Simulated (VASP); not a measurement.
A run of VASP 6.6.1 is set up as follows.

INCAR

```
  ALGO = Normal
  EDIFF = 1E-6
  ENCUT = 520
  GGA = PE
  ISIF = 2
  ISMEAR = 0
  LASPH = True
  LCHARG = False
  LREAL = False
  LWAVE = False
  NBANDS = 15
  NELM = 60
  PREC = Accurate
  SIGMA = 0.01
```

The input KPOINTS:

```
k-points
0
Gamma
  4 4 4
```

File POSCAR:

```
KF
1.0
    0.0000000000      2.6828872878      2.6828872878
    2.6828872878      0.0000000000      2.6828872878
    2.6828872878      2.6828872878      0.0000000000
K F
1 1
Direct
    0.0000000000      0.0000000000      0.0000000000
    0.5000000000      0.5000000000      0.5000000000
```

Potentials or basis: VASP PAW PBE potentials, release 64 (K_sv, F).

The run is started by

```bash
$ cat potpaw_PBE.64/K_sv/POTCAR potpaw_PBE.64/F/POTCAR > POTCAR
$ mpirun -np 1 vasp_std > vasp.out
```

(1) Estimate the pressure.

(2) What does it give for the band gap on the k mesh?

Answers

(1) 1.0 GPa.

(2) 6.10 eV, direct.

Caveat: the k points lie up to 0.51 Å⁻¹ apart; the cell differs from its parent crystal (strain +0.9%).
